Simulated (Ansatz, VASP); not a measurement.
# Two plane-wave programs on HC20

```xyz
21
Lattice="4.9292 0.0000 0.0000 0.0000 6.8054 0.0000 0.0000 0.0000 22.2347" Properties=species:S:1:pos:R:3 pbc="T T T"
C     1.5393    1.7014    4.0000
C     4.0039    1.7014    4.0000
C     0.3069    1.7014    4.7117
C     2.7715    1.7014    4.7117
C     0.9227    5.1040    5.0675
C     3.3873    5.1040    5.0675
C     2.1549    5.1040    5.7792
C     4.6195    5.1040    5.7792
C     0.3061    1.7014    6.1349
C     2.7708    1.7014    6.1349
C     1.5381    1.7014    6.8283
C     4.0027    1.7014    6.8283
C     2.1546    5.1040    7.3582
C     4.6192    5.1040    7.3582
C     0.9201    5.1040    7.9278
C     3.3847    5.1040    7.9278
C     1.5377    1.7015    8.3169
C     4.0023    1.7015    8.3169
C     0.3064    1.7015    8.9347
C     2.7710    1.7015    8.9347
H     2.3603    5.1042   11.4347
```

Alike in both runs: task single point; functional PBE; dispersion D3(BJ); k mesh 6 × 4 × 1; occupations gaussian, width 0.1 eV; no spin polarisation.

```csv
,VASP,Ansatz
version,VASP 6.6.1,Ansatz 0.2.0
potentials or method,"VASP PAW PBE potentials, release 64 (C, H), cutoff 520 eV","scalar-relativistic, plane waves, PAW"
valence electrons in the cell,81,81
```

|  | VASP | Ansatz | Ansatz less VASP |
| --- | --- | --- | --- |
| gap on the k mesh at the Fermi level (eV) | none | none | - |
| rms of the force components (eV/Å) | 1.089 | 1.096 | +0.0075 |

Atom by atom the forces differ by 0.012 eV/Å (rms over components). A gap of «none» marks a metal or a gap that the smearing closes. Ansatz's warnings: vacuum below fermi.
